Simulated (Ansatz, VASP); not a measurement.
Ge: VASP beside Ansatz

```
CELL_PARAMETERS angstrom
4.02269 0.00000 0.00000
-2.01134 3.48375 0.00000
0.00000 0.00000 18.86852
ATOMIC_POSITIONS crystal
Ge 0.33333 0.66667 0.27476
Ge 0.66667 0.33333 0.23849
Ge 0.22222 0.77778 0.56011
Ge 0.55556 0.44444 0.52385
```

Alike in both runs: task single point; functional PBE; dispersion D3(BJ); k mesh 9 × 9 × 1; occupations gaussian, width 0.1 eV; no spin polarisation.

|  | VASP | Ansatz |
| --- | --- | --- |
| version | VASP 6.6.1 | Ansatz 0.2.0 |
| potentials or method | VASP PAW PBE potentials, release 64 (Ge_d), cutoff 520 eV | scalar-relativistic, plane waves, PAW |
| valence electrons in the cell | 56 | 56 |

|  | VASP | Ansatz | Ansatz less VASP |
| --- | --- | --- | --- |
| gap on the k mesh at the Fermi level (eV) | 0.16 | 0.16 | 0.000 |
| least direct gap on the mesh (eV) | 0.16 | 0.16 | 0.000 |
| rms of the force components (eV/Å) | 0.032 | 0.032 | -0.0002 |

Atom by atom the forces differ by 0.000 eV/Å (rms over components). Ansatz's warnings: xc potential rough in thin density.
